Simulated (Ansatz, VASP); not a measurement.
## Two plane-wave programs on Yb

INCAR

```
SYSTEM = Yb
PREC = Accurate ; ENCUT = 520
EDIFF = 1E-7 ; ISMEAR = -1
SIGMA = 0.1 ; LREAL = .False.
LASPH = .True. ; NELM = 100
ALGO = Normal ; ISIF = 2
LWAVE = .False. ; LCHARG = .False.
GGA = CA ; NBANDS = 31
```

KPOINTS

```
regular mesh
0
Gamma
  17 17 9
  0 0 0
```

Contents of POSCAR:

```
Yb
1.0
    3.5497309079      0.0000000000      0.0000000000
   -1.7748654539      3.0741571428      0.0000000000
    0.0000000000      0.0000000000      5.8265887464
Yb
2
Direct
    0.3333333333      0.6666666667      0.2500000000
    0.6666666667      0.3333333333      0.7500000000
```

Input for Ansatz:

```yaml
crystal:
  lattice:
    - [3.5497309079, 0.0, 0.0]
    - [-1.7748654539, 3.0741571428, 0.0]
    - [0.0, 0.0, 5.8265887464]
  atoms:
    - { symbol: Yb, position: [0.3333333333, 0.6666666667, 0.25] }
    - { symbol: Yb, position: [0.6666666667, 0.3333333333, 0.75] }
hamiltonian:
  xc: lda
  pseudopotentials:
    kind: paw
    azcp:
      Yb: "pseudopotentials/Yb.paw.azcp"
basis:
  ecutwfc: 420
  fft_grid_basis: typed
kpoints:
  mp_grid: { grid: [17, 17, 9], shift: [0, 0, 0] }
magnetization:
  spin_polarized: false
scf:
  occupations: { method: fermi_dirac, width: 0.1 }
output:
  stress: true
```

Alike in both runs: task single point; functional LDA; k mesh 17 × 17 × 9; occupations fermi-dirac, width 0.1 eV; no spin polarisation.

|  | VASP | Ansatz |
| --- | --- | --- |
| version | VASP 6.6.1 | Ansatz 0.2.0 |
| potentials or method | VASP PAW PBE potentials, release 64 (Yb), cutoff 520 eV | plane waves (420 eV) with PAW, scalar-relativistic |
| valence electrons in the cell | 48 | 48 |

|  | VASP | Ansatz | Ansatz less VASP |
| --- | --- | --- | --- |
| pressure (GPa) | -2.2 | -1.6 | +0.54 |

VASP's potentials were made for PBE, not for LDA, and Ansatz warns of the same on its side. LDA's correlation is that of Perdew and Zunger in VASP and of Perdew and Wang (1992) in Ansatz.

Spin-orbit coupling is off throughout.
